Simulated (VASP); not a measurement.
Here is a VASP 6.6.1 calculation.

File INCAR:

```
SYSTEM = H3C5I2N
PREC = Accurate
ENCUT = 600
EDIFF = 1E-6
ISMEAR = 0
SIGMA = 0.02
LREAL = .False.
LASPH = .True.
NELM = 120
ALGO = Normal
ISIF = 2
LWAVE = .False.
LCHARG = .False.
GGA = PE
IVDW = 12
NBANDS = 32
GGA_COMPAT = .False.
```

KPOINTS

```
Automatic mesh
0
Gamma
  4 4 4
  0 0 0
```

POSCAR

```
H3C5I2N
1.0
    0.0000000000      8.5142575823      3.0680088565
    3.3674670929      0.0000000000      3.0680088565
    3.3674670929      8.5142575823      0.0000000000
H C I N
3 5 2 1
Direct
    0.2421927015      0.4957980496      0.5042019504
    0.4957980496      0.2421927015      0.7578072985
    0.1616270763      0.1616270763      0.8383729237
    0.6142003637      0.7475999072      0.2524000928
    0.7475999072      0.6142003637      0.3857996363
    0.3832520893      0.5248710826      0.4751289174
    0.5248710826      0.3832520893      0.6167479107
    0.3400022159      0.3400022159      0.6599977841
    0.6943789556      0.0387956443      0.9612043557
    0.0387956443      0.6943789556      0.3056210444
    0.7927819142      0.7927819142      0.2072180858
```

Potentials or basis: VASP PAW PBE potentials, release 64 (H, C, I, N).

Run with:

```console
$ cat potpaw_PBE.64/H/POTCAR potpaw_PBE.64/C/POTCAR potpaw_PBE.64/I/POTCAR potpaw_PBE.64/N/POTCAR > POTCAR
$ mpirun -np 1 vasp_std > vasp.out
```

Predict the dispersion energy per atom.

-0.128 eV.

Estimate the largest force.

0.098 eV/Å.

Forces on the atoms (eV/Å):
```
H    0.000 -0.008 -0.005
H    0.000  0.008 -0.005
H    0.000  0.000 -0.012
C    0.000 -0.094  0.029
C    0.000  0.094  0.029
C    0.000 -0.041 -0.014
C    0.000  0.041 -0.014
C    0.000  0.000 -0.044
I    0.000  0.010 -0.007
I    0.000 -0.010 -0.007
N    0.000  0.000  0.051
```
